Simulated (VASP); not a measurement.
Sn7O16, 23 atoms in the cell. The typed cell holds 23 atoms: a = 6.497 Å, b = 6.869 Å, c = 6.859 Å, α = 89.99°, β = 90.02°, γ = 89.95°. 

| Quantity | Value |
| --- | --- |
| Program | VASP 6.6.1 |
| Task | single point |
| Functional | PBE |
| Potentials or basis | VASP PAW PBE potentials, release 64 (Sn_d, O) |
| Cutoff | 520 eV |
| k mesh | 2 × 2 × 2, shifted |
| Occupations | gaussian, width 0.1 eV |
| Spin | no spin polarisation |
| Dipole correction | no |
| Further INCAR settings | LREAL = Auto; ALGO = Normal; EDIFF = 1e-06; NBANDS = 114; ISYM = 0 |

Potentials or basis: VASP PAW PBE potentials, release 64 (Sn_d, O).

Run with:

```bash
$ cat potpaw_PBE.64/Sn_d/POTCAR potpaw_PBE.64/O/POTCAR > POTCAR
$ mpirun -np 1 vasp_std > vasp.out
```

Hardware: 1 thread of AMD EPYC 9R45 96-Core Processor (Zen 5), on a shared host.

Task: How long does it take, and how much memory?

Result: Run time: 4 min on 1 thread of AMD EPYC 9R45 96-Core Processor (Zen 5), with other jobs on the host, peak memory 0.35 GiB. Counts: scf iterations 30, k points 4.
